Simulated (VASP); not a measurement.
Set up this calculation in VASP 6.6.1, as the native input.

```
Task                   : single point
Functional             : PBE
Potentials or basis    : VASP PAW PBE potentials, release 64 (Hg_sv_GW, S)
Cutoff                 : 500 eV
k mesh                 : 4 × 4 × 4
Occupations            : gaussian, width 0.1 eV
Spin                   : no spin polarisation
Dipole correction      : no
Second run             : valence_matched
Further INCAR settings : ALGO = Normal; EDIFF = 1e-06; NBANDS = 37
```

The structure of HgS6 lies in POSCAR:

```
HgS6
1.0
    6.2911249610      0.0000000000      0.0000000000
    0.0000000000      6.2911249610      0.0000000000
    0.0000000000      0.0000000000      6.2911249610
Hg S
1 6
Direct
    0.0000000000      0.0000000000      0.0000000000
    0.8469474942      0.5000000000      0.5000000000
    0.1530525058      0.5000000000      0.5000000000
    0.5000000000      0.5000000000      0.8469474942
    0.5000000000      0.5000000000      0.1530525058
    0.5000000000      0.1530525058      0.5000000000
    0.5000000000      0.8469474942      0.5000000000
```

The input as run:

INCAR

```
SYSTEM = HgS6
  PREC = Accurate
  ENCUT = 500
  EDIFF = 1E-6
  ISMEAR = 0
  SIGMA = 0.1
  LREAL = .False.
  LASPH = .True.
  NELM = 120
  ALGO = Normal
  ISIF = 2
  LWAVE = .False.
  LCHARG = .True.
  GGA = PE
  LELF = .True.
  LVHAR = .True.
  NBANDS = 37
  GGA_COMPAT = .False.
```

KPOINTS

```
regular mesh
0
Gamma
  4 4 4
  0 0 0
```

Potentials or basis: VASP PAW PBE potentials, release 64 (Hg_sv_GW, S).

The run is started by

```bash
$ cat potpaw_PBE.64/Hg_sv_GW/POTCAR potpaw_PBE.64/S/POTCAR > POTCAR
$ mpirun -np 1 vasp_std > vasp.out
```

Results of the run:

```
Pressure               : -0.3 GPa
Largest force          : 0.242 eV/Å
Band gap on the k mesh : zero (band 28 reaches 0.53 eV, above the bottom of band 29 at 0.51 eV)
```

Caveat: spin-orbit coupling is left out, which moves the levels of the heavy elements.

Run time: 70 s on 1 thread of Intel(R) Xeon(R) Platinum 8375C CPU @ 2.90GHz (Ice Lake), with other jobs on the host, peak memory 0.36 GiB.
